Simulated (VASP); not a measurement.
A run of VASP 6.6.1 is set up as follows.

The input INCAR:

```
PREC = Accurate
ENCUT = 520
EDIFF = 1E-8
ISMEAR = -1
SIGMA = 0.05
LREAL = F
LASPH = T
NELM = 60
ALGO = Normal
ISIF = 2
LWAVE = F
LCHARG = F
GGA = PE
LEFG = T
NBANDS = 11
```

Contents of KPOINTS:

```
regular mesh
0
Gamma
  12 12 9
```

The input POSCAR:

```
MgB2
1.0
    3.1455062765      0.0000000000      0.0000000000
   -1.5727531383      2.7240883433      0.0000000000
    0.0000000000      0.0000000000      3.5920959734
Mg B
1 2
Direct
    0.0000000000      0.0000000000      0.0000000000
    0.3333333333      0.6666666667      0.5000000000
    0.6666666667      0.3333333333      0.5000000000
```

Potentials or basis: VASP PAW PBE potentials, release 64 (Mg, B).

The run is started by

```sh
$ cat potpaw_PBE.64/Mg/POTCAR potpaw_PBE.64/B/POTCAR > POTCAR
$ mpirun -np 1 vasp_std > vasp.out
```

Problem. Predict the band gap on the k mesh.

Solution. Zero (band 4 reaches 6.60 eV, above the bottom of band 5 at 3.04 eV).

Problem. Estimate the pressure.

Solution. -9.1 GPa.

Stress tensor (GPa, compression positive):
```
-10.31   0.00   0.00
  0.00 -10.31   0.00
  0.00   0.00  -6.60
```

Caveat: without QUAD_EFG the Cq values of the log hold for a quadrupole moment of 1 mb, not for the nuclei.
